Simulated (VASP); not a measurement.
Input of a VASP 6.6.1 run:

File POSCAR:

```
Cr
1.0
    4.2056408807      0.0000000000      0.0000000000
   -2.1028204403      3.6421918419      0.0000000000
    0.0000000000      0.0000000000      2.2692406738
Cr
3
Direct
    0.0000000000      1.0000000000      0.0000000000
    0.3333333333      0.6666666667      0.5000000000
    0.6666666667      0.3333333333      0.5000000000
```

Contents of INCAR.step1:

```
ALGO = Normal
EDIFF = 1E-5
ENCUT = 770
GGA = PE
GGA_COMPAT = False
ISMEAR = -1
LASPH = True
LCHARG = False
LREAL = False
LWAVE = True
NBANDS = 28
NELM = 120
PREC = Accurate
SIGMA = 0.1
```

The input INCAR.step2:

```
ALGO = Normal
EDIFF = 1E-6
ENCUT = 770
GGA_COMPAT = False
ISIF = 2
ISMEAR = -1
ISTART = 1
LASPH = True
LCHARG = True
LELF = True
LMIXTAU = True
LREAL = False
LVHAR = True
LWAVE = False
METAGGA = R2SCAN
NBANDS = 28
NELM = 120
PREC = Accurate
SIGMA = 0.1
```

KPOINTS

```
k-points
0
Gamma
  10 10 15
```

Potentials or basis: VASP PAW PBE potentials, release 64 (Cr_sv).

Run with:

```sh
$ cat potpaw_PBE.64/Cr_sv/POTCAR > POTCAR
$ cp INCAR.step1 INCAR
$ mpirun -np 1 vasp_std > vasp.out
$ cp INCAR.step2 INCAR
$ mpirun -np 1 vasp_std > vasp.out
```

(1) What does it give for the pressure?

(2) Predict the band gap on the k mesh.

## Answers

(1) -0.7 GPa.

(2) zero (bands 21 and 22 overlap by 0.59 eV).

Caveat: the PAW data sets were made with another functional, which shifts forces and pressure a little; the run has no spin polarisation, though such a crystal can be magnetic.
